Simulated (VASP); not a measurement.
# Rh (I4/mmm) in VASP: a series of runs

Runs on Rh. Level: LDA. Tasks: single point.

Program: VASP 6.6.1. These are calculated values, not measurements. Logs are shortened: lines on timing, memory, paths and dates and some standing lists are left out, and cuts for length are marked.

### 1 The cell of the first run

It takes space group I4/mmm (No. 139, tetragonal). Conventional cell: a = 2.726 Å, b = 2.726 Å, c = 3.701 Å, α = 90.00°, β = 90.00°, γ = 90.00°. Within 3.5 Å of Rh (site symmetry 4/mmm) lie 12 Rh at 2.67 to 2.73 Å.

### 2 Single point, LDA

Contents of INCAR:

```
SYSTEM = Rh
ALGO     = Fast           ! electronic algorithm
EDIFF    = 1E-6           ! SCF threshold, eV
ENCUT    = 520            ! plane-wave cutoff, eV
GGA      = CA             ! functional
ISIF     = 2              ! what is computed and relaxed
ISMEAR   = 0              ! smearing method
LASPH    = .TRUE.         ! aspherical terms in the spheres
LCHARG   = .FALSE.        ! write CHGCAR
LREAL    = .FALSE.        ! projectors in reciprocal space
LWAVE    = .FALSE.        ! write WAVECAR
NBANDS   = 14             ! bands
NELM     = 100            ! most SCF steps
PREC     = Accurate       ! precision mode
SIGMA    = 0.15           ! smearing width, eV
```

Contents of KPOINTS:

```
k-points
0
G
  24 24 24
  0 0 0
```

Contents of POSCAR:

```
Rh
1.0
    0.0000000000      1.9276018674      1.8504977927
    1.9276018674      0.0000000000      1.8504977927
    1.9276018674      1.9276018674      0.0000000000
Rh
1
Direct
    0.0000000000      0.0000000000      0.0000000000
```

Potentials or basis: VASP PAW LDA potentials, release 64 (Rh_pv).

The run is started by

```bash
$ cat potpaw_LDA.64/Rh_pv/POTCAR > POTCAR
$ mpirun -np 1 vasp_std > vasp.out
```

OUTCAR:

```text
SYSTEM = Rh
   EDIFF = 1E-6
   ENCUT = 520
   GGA = CA
   ISIF = 2
   ISMEAR = 0
   LASPH = .TRUE.
   LREAL = .FALSE.
   NELM = 100
   PREC = Accurate

 ion  position               nearest neighbor table
   1  0.000  0.000  0.000-

  LATTYP: Found a body centered tetragonal cell.
 ALAT       =     2.7260407037
 C/A-ratio  =     1.3576450199

  Lattice vectors:

 A1 = (   0.0000000000,  -1.9276018674,  -1.8504977927)
 A2 = (   0.0000000000,   1.9276018674,  -1.8504977927)
 A3 = (   1.9276018674,   0.0000000000,   1.8504977927)

Analysis of symmetry for initial positions (statically):
=====================================================================
 Subroutine PRICEL returns:
 Original cell was already a primitive cell.

 Routine SETGRP: Setting up the symmetry group for a
 body centered tetragonal supercell.

 Subroutine GETGRP returns: Found 16 space group operations
 (whereof 16 operations were pure point group operations)
 out of a pool of 16 trial point group operations.

The static configuration has the point symmetry D_4h.

Analysis of symmetry for dynamics (positions and initial velocities):
=====================================================================
 Subroutine PRICEL returns:
 Original cell was already a primitive cell.

 Routine SETGRP: Setting up the symmetry group for a
 body centered tetragonal supercell.

 Subroutine GETGRP returns: Found 16 space group operations
 (whereof 16 operations were pure point group operations)
 out of a pool of 16 trial point group operations.

The dynamic configuration has the point symmetry D_4h.

 Subroutine INISYM returns: Found 16 space group operations
 (whereof 16 operations are pure point group operations),
 and found     1 'primitive' translations

----------------------------------------------------------------------------------------

                                     Primitive cell

  volume of cell :      13.7516

  direct lattice vectors                    reciprocal lattice vectors
     0.000000000  1.927601867  1.850497793    -0.259389664  0.259389664  0.270197566
     1.927601867  0.000000000  1.850497793     0.259389664 -0.259389664  0.270197566
     1.927601867  1.927601867  0.000000000     0.259389664  0.259389664 -0.270197566

  length of vectors
     2.672076167  2.672076167  2.726040704     0.455601493  0.455601493  0.455601493

  position of ions in fractional coordinates (direct lattice)
     0.000000000  0.000000000  0.000000000

  ion indices of the primitive-cell ions
   primitive index   ion index
                 1           1

----------------------------------------------------------------------------------------

 KPOINTS: k-points

Automatic generation of k-mesh.
 Grid dimensions read from file:
 generate k-points for:   24   24   24

 Generating k-lattice:

  Cartesian coordinates                     Fractional coordinates (reciprocal lattice)
    -0.010807903  0.010807903  0.011258232     0.041666667  0.000000000  0.000000000
     0.010807903 -0.010807903  0.011258232     0.000000000  0.041666667  0.000000000
     0.010807903  0.010807903 -0.011258232    -0.000000000 -0.000000000  0.041666667

  Length of vectors
     0.018983396  0.018983396  0.018983396

  Shift w.r.t. Gamma in fractional coordinates (k-lattice)
     0.000000000  0.000000000  0.000000000

 Subroutine IBZKPT returns following result:
 ===========================================

 Found   1063 irreducible k-points:

 Following reciprocal coordinates:
            Coordinates               Weight
  0.000000  0.000000  0.000000      1.000000
  0.041667 -0.000000  0.000000      8.000000
  0.083333 -0.000000  0.000000      8.000000
  0.125000  0.000000  0.000000      8.000000
  0.166667  0.000000  0.000000      8.000000
  0.208333 -0.000000  0.000000      8.000000
[... 16 lines left out ...]
  0.416667  0.041667  0.000000      8.000000
  0.458333  0.041667  0.000000      8.000000
 [... further k-points ...]
   k-points           NKPTS =   1063   k-points in BZ     NKDIM =   1063   number of bands    NBANDS=     14
   number of dos      NEDOS =    301   number of ions     NIONS =      1
   total plane-waves  NPLWV =   8000
   dimension x,y,z NGX =    20 NGY =   20 NGZ =   20
   dimension x,y,z NGXF=    40 NGYF=   40 NGZF=   40
   ions per type =               1
   NGX,Y,Z   is equivalent  to a cutoff of  12.44, 12.44, 12.20 a.u.
   NGXF,Y,Z  is equivalent  to a cutoff of  24.89, 24.89, 24.39 a.u.
 SYSTEM =  Rh
   PREC   = accura    normal or accurate (medium, high low for compatibility)
   ISTART =      0    job   : 0-new  1-cont  2-samecut
   ICHARG =      2    charge: 1-file 2-atom 10-const
   ISPIN  =      1    spin polarized calculation?
   LNONCOLLINEAR =      F non collinear calculations
   LSORBIT =      F    spin-orbit coupling
   LASPH  =      T    aspherical Exc in radial PAW
   ENCUT  =  520.0 eV  38.22 Ry    6.18 a.u.   4.97  4.97  5.07*2*pi/ulx,y,z
   NELM   =    100;   NELMIN=  2; NELMDL= -5     # of ELM steps
   EDIFF  = 0.1E-05   stopping-criterion for ELM
   LREAL  =      F    real-space projection
   EDIFFG = 0.1E-04   stopping-criterion for IOM
   NSW    =      0    number of steps for IOM
   IBRION =     -1    ionic relax: 0-MD 1-quasi-New 2-CG
   NFREE  =      0    steps in history (QN), initial steepest desc. (CG)
   ISIF   =      2    stress and relaxation
   ISYM   =      2    0-nonsym 1-usesym 2-fastsym
   POTIM  = 0.5000    time-step for ionic-motion
   TEBEG  =    0.0;   TEEND  =   0.0 temperature during run
   PSTRESS=    0.0 pullay stress
   NELECT =      15.0000    total number of electrons
   NUPDOWN=      -1.0000    fix difference up-down
   EMIN   =  10.00;   EMAX   =-10.00  energy-range for DOS
   EFERMI =   0.00;   METHOD = LEGACY
   ISMEAR =     0;   SIGMA  =   0.15  broadening in eV -4-tet -1-fermi 0-gaus
   EFERMI_NEDOS =   21; number of points for ismear=-14 and -15
   IALGO  =     68    algorithm
   IMIX   =      4    mixing-type and parameters
     AMIX     =   0.40;   BMIX     =  1.00
     AMIX_MAG =   1.60;   BMIX_MAG =  1.00
  volume/ion in A,a.u.               =      13.75        92.80
  Fermi-wavevector in a.u.,A,eV,Ry     =   1.685211  3.184586 38.639656  2.839935
  Thomas-Fermi vector in A             =   2.768095
   LORBIT       =      0    0 simple, 1 ext, 2 COOP (PROOUT), +10 PAW based schemes
   GGA     = CA    functional components
   LHFCALC =     F    Hartree Fock is set to
   AEXX    =    0.0000 exact exchange contribution
   IVDW    =     0    specifies the selected vdW correction
   LEPSILON=     F    determine dielectric tensor
   LRPA    =     F    only Hartree local field effects (RPA)
 non-spin polarized calculation
 RMM-DIIS sequential band-by-band and
 Gauss-broadening in eV      SIGMA  =   0.15
  energy-cutoff  :      520.00
  volume of cell :       13.75
 maximum number of plane-waves:       386
   NGX =  9   NGY =  9   NGZ = 11

 number of electron      15.0000006 magnetization

 Free energy of the ion-electron system (eV)
  ---------------------------------------------------
  ext. energy  EPLUGINS =         0.00000000
  ---------------------------------------------------
  free energy    TOTEN  =        -8.66330239 eV

  energy without entropy =       -8.64904283  energy(sigma->0) =       -8.65617261

 E-fermi :  11.6965     XC(G=0): -14.3505

 val. band max:       11.6937699891   @ k =  -0.3750   0.0000   0.0417
 cond. band min:      11.6968318380   @ k =   0.2917   0.0000   0.2917
 fundamental gap:      0.0030618489
 Fermi energy:        11.6964994883

 k-point     1 :       0.0000    0.0000    0.0000
  band No.  band energies     occupation
      1     -34.4686      2.00000
      2     -34.4686      2.00000
      3     -34.4449      2.00000
      4       3.6773      2.00000
      5       8.4608      2.00000
      6       8.4608      2.00000
      7       8.8895      2.00000
      8      10.4465      2.00000
      9      10.9703      2.00000
     10      27.6853      0.00000
     11      32.0498      0.00000
     12      32.6446      0.00000
     13      32.6446      0.00000
     14      33.9287      0.00000

 k-point     2 :       0.0417   -0.0000    0.0000
  band No.  band energies     occupation
      1     -34.4785      2.00000
      2     -34.4707      2.00000
      3     -34.4495      2.00000
      4       3.7480      2.00000
      5       8.4512      2.00000
      6       8.4888      2.00000
      7       8.8948      2.00000
      8      10.4344      2.00000
      9      10.9506      2.00000
     10      27.7888      0.00000
     11      32.0492      0.00000
     12      32.4098      0.00000
     13      32.7475      0.00000
     14      33.8516      0.00000

 k-point     3 :       0.0833   -0.0000    0.0000
  band No.  band energies     occupation
      1     -34.5139      2.00000
      2     -34.4770      2.00000
      3     -34.4568      2.00000
      4       3.9549      2.00000
      5       8.4089      2.00000
      6       8.5658      2.00000
      7       8.9280      2.00000
      8      10.4062      2.00000
      9      10.8981      2.00000
     10      28.0810      0.00000
     11      31.6238      0.00000
     12      32.0527      0.00000
     13      33.0505      0.00000
     14      33.9720      0.00000

 k-point     4 :       0.1250    0.0000    0.0000
  band No.  band energies     occupation
      1     -34.5738      2.00000
      2     -34.4870      2.00000
      3     -34.4644      2.00000
      4       4.2816      2.00000
      5       8.3287      2.00000
      6       8.6694      2.00000
      7       9.0052      2.00000
      8      10.3878      2.00000
      9      10.8334      2.00000
     10      28.5009      0.00000
     11      30.5291      0.00000
     12      32.0514      0.00000
     13      33.5380      0.00000
     14      34.3912      0.00000

 k-point     5 :       0.1667    0.0000    0.0000
  band No.  band energies     occupation
      1     -34.6524      2.00000
      2     -34.5001      2.00000
      3     -34.4733      2.00000
      4       4.6932      2.00000
      5       8.2523      2.00000
      6       8.7603      2.00000
      7       9.1021      2.00000
      8      10.4227      2.00000
      9      10.7921      2.00000
     10      28.8921      0.00000
     11      29.3828      0.00000
[... 276 lines left out ...]
 k-point    22 :       0.3750    0.0417    0.0000
  band No.  band energies     occupation
      1     -35.0792      2.00000
      2     -34.5812      2.00000
      3     -34.5221      2.00000
      4       5.7281      2.00000
      5       8.5472      2.00000
      6       8.9138      2.00000
      7       9.9974      2.00000
      8      11.7790      0.43681
      9      11.9039      0.05050
     10      23.1687      0.00000
     11      28.0783      0.00000
     12      32.0511      0.00000
     13      33.4893      0.00000
     14      35.0587      0.00000

 k-point    23 :       0.4167    0.0417    0.0000
  band No.  band energies     occupation
      1     -35.1416      2.00000
      2     -34.5903      2.00000
      3     -34.5311      2.00000
      4       5.6677      2.00000
      5       8.4538      2.00000
      6       8.8182      2.00000
      7      10.6878      2.00000
      8      12.1778      0.00001
      9      12.2867      0.00000
     10      21.8880      0.00000
     11      27.6606      0.00000
     12      32.0508      0.00000
     13      32.8583      0.00000
     14      34.1625      0.00000

 k-point    24 :       0.4583    0.0417    0.0000
  band No.  band energies     occupation
      1     -35.1834      2.00000
      2     -34.5957      2.00000
      3     -34.5381      2.00000
      4       5.6147      2.00000
      5       8.3859      2.00000
      6       8.7500      2.00000
      7      11.1951      2.00000
      8      12.3532      0.00000
      9      12.8007      0.00000
     10      20.8576      0.00000
     11      27.3807      0.00000
     12      32.0508      0.00000
     13      32.4636      0.00000
     14      33.4924      0.00000

 [... further k-points ...]

------------------------ aborting loop because EDIFF is reached ----------------------------------------

  FORCE on cell =-STRESS in cart. coord.  units (eV):
  Direction    XX          YY          ZZ          XY          YZ          ZX
  --------------------------------------------------------------------------------------
  -------------------------------------------------------------------------------------
  Total       -1.1438282     -1.1438282     -0.3100493      0.0000000      0.0000000      0.0000000
  in kB     -133.2656298   -133.2656298    -36.1233561      0.0000000      0.0000000      0.0000000
  external PRESSURE =    -100.8848719 kB  Pullay stress =       0.0000000 kB

 VOLUME and BASIS-vectors are now :
 -----------------------------------------------------------------------------
  energy-cutoff  :      520.00
  volume of cell :       13.75
      direct lattice vectors                 reciprocal lattice vectors
     0.000000000  1.927601867  1.850497793    -0.259389664  0.259389664  0.270197566
     1.927601867  0.000000000  1.850497793     0.259389664 -0.259389664  0.270197566
     1.927601867  1.927601867  0.000000000     0.259389664  0.259389664 -0.270197566

 POSITION                                       TOTAL-FORCE (eV/Angst)
 -----------------------------------------------------------------------------------
      0.00000      0.00000      0.00000         0.000000      0.000000      0.000000
 -----------------------------------------------------------------------------------
    total drift:                                0.000000      0.000000      0.000000

  FREE ENERGIE OF THE ION-ELECTRON SYSTEM (eV)
  ---------------------------------------------------
  free  energy   TOTEN  =        -8.6633023857 eV

  energy  without entropy=       -8.6490428326  energy(sigma->0) =       -8.65617261
```

Wall time 4.1 min (1 thread of Intel Xeon 8259CL, shared host); peak memory 0.28 GiB.

What came out:

```yaml
Free_energy: -8.6633 eV
Pressure: -10.1 GPa
Band_gap_on_the_k_mesh: zero (an odd number of electrons rules out a gap without spin polarisation)
```

Levels at points of the mesh, in eV from the Fermi level:
```csv
k point,band 5,band 6,band 7,band 8,band 9,band 10
"(0.00, 0.00, 0.00)",-3.24,-3.24,-2.81,-1.25,-0.73,15.99
"(0.50, 0.00, 0.00)",-3.40,-2.93,0.47,0.70,0.71,8.60
"(0.50, 0.00, 0.50)",-5.95,0.57,0.80,1.16,2.93,11.86
```

Caveat: the cell stands under tension.

### 3 Single point, LDA

Contents of INCAR:

```
SYSTEM = Rh
PREC     = Accurate       ! precision mode
ENCUT    = 520            ! plane-wave cutoff, eV
EDIFF    = 1E-6           ! SCF threshold, eV
ISMEAR   = 0              ! smearing method
SIGMA    = 0.15           ! smearing width, eV
LREAL    = .FALSE.        ! projectors in reciprocal space
LASPH    = .TRUE.         ! aspherical terms in the spheres
NELM     = 100            ! most SCF steps
ALGO     = Fast           ! electronic algorithm
ISIF     = 2              ! what is computed and relaxed
LWAVE    = .FALSE.        ! write WAVECAR
LCHARG   = .FALSE.        ! write CHGCAR
NBANDS   = 14             ! bands
```

Contents of KPOINTS:

```
regular mesh
0
G
  24 24 24
  0 0 0
```

Contents of POSCAR:

```
Rh
1.0
    0.0000000000      1.8708744746      1.9644181983
    1.8708744746      0.0000000000      1.9644181983
    1.8708744746      1.8708744746      0.0000000000
Rh
1
Direct
    0.0000000000      0.0000000000      0.0000000000
```

Potentials or basis: VASP PAW LDA potentials, release 64 (Rh_pv).

The run is started by

```bash
$ cat potpaw_LDA.64/Rh_pv/POTCAR > POTCAR
$ mpirun -np 1 vasp_std > vasp.out
```

Wall time 4 min (1 thread of Intel Xeon 8259CL, shared host); peak memory 0.28 GiB.

The run converged. Its results:

```yaml
Free_energy: -8.6577 eV
Pressure: -9.9 GPa
Band_gap_on_the_k_mesh: zero (an odd number of electrons rules out a gap without spin polarisation)
```

Stress tensor (GPa, compression positive):
```
 -5.82   0.00   0.00
  0.00  -5.82   0.00
  0.00   0.00 -18.20
```

Levels at points of the mesh, in eV from the Fermi level:
| k point | band 3 | band 4 | band 5 | band 6 | band 7 | band 8 | band 9 | band 10 | band 11 | band 12 |
| --- | --- | --- | --- | --- | --- | --- | --- | --- | --- | --- |
| (0.00, 0.00, 0.00) | -46.15 | -8.02 | -3.46 | -2.91 | -2.91 | -1.32 | -0.66 | 16.00 | 20.36 | 20.42 |
| (0.50, 0.00, 0.00) | -46.22 | -6.16 | -3.43 | -2.89 | 0.46 | 0.71 | 0.71 | 8.61 | 15.42 | 20.36 |
| (0.50, 0.50, 0.00) | -46.38 | -6.32 | -5.96 | 0.62 | 0.96 | 0.96 | 2.54 | 11.34 | 13.82 | 13.82 |
| (0.50, 0.00, 0.50) | -46.42 | -6.34 | -5.97 | 0.53 | 0.76 | 1.25 | 3.56 | 12.69 | 12.71 | 13.19 |

Caveat: the cell stands under tension.
